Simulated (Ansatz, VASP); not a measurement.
**One calculation of Be, two programs**

File INCAR:

```
SYSTEM = Be
  PREC = Accurate
  ENCUT = 520
  EDIFF = 1E-6
  ISMEAR = 0
  SIGMA = 0.1
  LREAL = .False.
  LASPH = .True.
  NELM = 60
  ALGO = Fast
  ISIF = 2
  LWAVE = .False.
  LCHARG = .False.
  GGA = CA
  NBANDS = 7
```

File KPOINTS:

```
regular mesh
0
Gamma
  24 24 24
  0 0 0
```

POSCAR

```
Be
1.0
   -1.2297878392      1.2297878392      1.2297878392
    1.2297878392     -1.2297878392      1.2297878392
    1.2297878392      1.2297878392     -1.2297878392
Be
1
Direct
    0.0000000000      0.0000000000      0.0000000000
```

Input for Ansatz:

```yaml
crystal:
  lattice:
    - [-1.2297878392, 1.2297878392, 1.2297878392]
    - [1.2297878392, -1.2297878392, 1.2297878392]
    - [1.2297878392, 1.2297878392, -1.2297878392]
  atoms:
    - { symbol: Be, position: [0.0, 0.0, 0.0] }
basis:
  ecutwfc: 420
kpoints:
  mp_grid: { grid: [24, 24, 24] }
hamiltonian:
  xc: lda
scf:
  occupations: { method: gaussian, width: 0.1 }
output:
  forces: true
  stress: true
  eigenvalues: true
  populations: true
  write_density: true
  write_potential: true
  elf: true
  volumetric_format: npy
```

Alike in both runs: task single point; functional LDA; k mesh 24 × 24 × 24; occupations gaussian, width 0.1 eV; no spin polarisation.

|  | VASP | Ansatz |
| --- | --- | --- |
| version | VASP 6.6.1 | Ansatz 0.2.0 |
| potentials or method | VASP PAW LDA potentials, release 64 (Be), cutoff 520 eV | scalar-relativistic, plane waves, PAW |
| valence electrons in the cell | 2 | 2 |

|  | VASP | Ansatz | Ansatz less VASP |
| --- | --- | --- | --- |
| gap on the k mesh at the Fermi level (eV) | none | none | - |
| pressure (GPa) | 0.8 | 0.3 | -0.46 |

LDA's correlation is that of Perdew and Zunger in VASP and of Perdew and Wang (1992) in Ansatz. A gap of «none» marks a metal or a gap that the smearing closes.
